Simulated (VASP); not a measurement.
Here is a VASP 6.6.1 calculation.

INCAR

```
ALGO     = Normal         # electronic algorithm
EDIFF    = 1E-6           # SCF threshold, eV
ENCUT    = 520            # plane-wave cutoff, eV
GGA      = PE             # functional
ISIF     = 2              # what is computed and relaxed
ISMEAR   = -1             # smearing method
LASPH    = T              # aspherical terms in the spheres
LCHARG   = F              # write CHGCAR
LREAL    = F              # projectors in reciprocal space
LWAVE    = F              # write WAVECAR
NBANDS   = 8              # bands
NELM     = 100            # most SCF steps
PREC     = Accurate       # precision mode
SIGMA    = 0.1            # smearing width, eV
```

Contents of KPOINTS:

```
k-points
0
Gamma
  15 15 15
```

POSCAR

```
Al
1.0
   -1.6609326968      1.6609326968      1.6609326968
    1.6609326968     -1.6609326968      1.6609326968
    1.6609326968      1.6609326968     -1.6609326968
Al
1
Direct
    0.0000000000      0.0000000000      0.0000000000
```

Potentials or basis: VASP PAW PBE potentials, release 64 (Al).

The run is started by

```console
$ cat potpaw_PBE.64/Al/POTCAR > POTCAR
$ mpirun -np 1 vasp_std > vasp.out
```

Problem. What does it give for the pressure?

Solution. -4.6 GPa.
